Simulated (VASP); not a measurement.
Write the native input for VASP 6.6.1 that does the following.

* Task: relaxation of the atoms
* Functional: PBE
* Potentials or basis: VASP PAW PBE potentials, release 64 (Zn)
* Cutoff: 520 eV
* k mesh: 12 × 12 × 12
* Occupations: gaussian, width 0.1 eV
* Spin: no spin polarisation
* Dipole correction: no
* Further INCAR settings: ALGO = Fast; EDIFF = 1e-07; IBRION = 2; EDIFFG = -0.01; NSW = 50

The structure of Zn lies in POSCAR:

```
Zn
1.0
    3.7648304734      0.0000000000      0.0000000000
    0.0000000000      3.7648304734      0.0000000000
    0.0000000000      0.0000000000      3.7648304734
Zn
4
Direct
   -0.0000143069     -0.0000143069     -0.0000143069
    0.5000143069      1.0000143069      0.4999856931
    0.4999856931      0.5000143069      1.0000143069
    1.0000143069      0.4999856931      0.5000143069
```

This isn't the form of Zn at room conditions, which is hcp.

These files were run (other wordings do the same):

INCAR

```
PREC = Accurate
ENCUT = 520
EDIFF = 1E-7
ISMEAR = 0
SIGMA = 0.1
LREAL = F
LASPH = T
NELM = 80
ALGO = Fast
ISIF = 2
LWAVE = F
LCHARG = F
GGA = PE
IBRION = 2
NSW = 50
EDIFFG = -0.01
```

KPOINTS

```
Automatic mesh
0
Gamma
  12 12 12
```

Potentials or basis: VASP PAW PBE potentials, release 64 (Zn).

The run is started by

```sh
$ cat potpaw_PBE.64/Zn/POTCAR > POTCAR
$ mpirun -np 1 vasp_std > vasp.out
```

It gave:

* Pressure after relaxing: 12.8 GPa

Caveat: the relaxation stopped at its first step, so nothing moved; the highest band is partly filled, so the run has too few bands.

Run time: 2.9 min on 1 thread of Oxide Virtual Turin-like Processor, with other jobs on the host, peak memory 0.21 GiB.
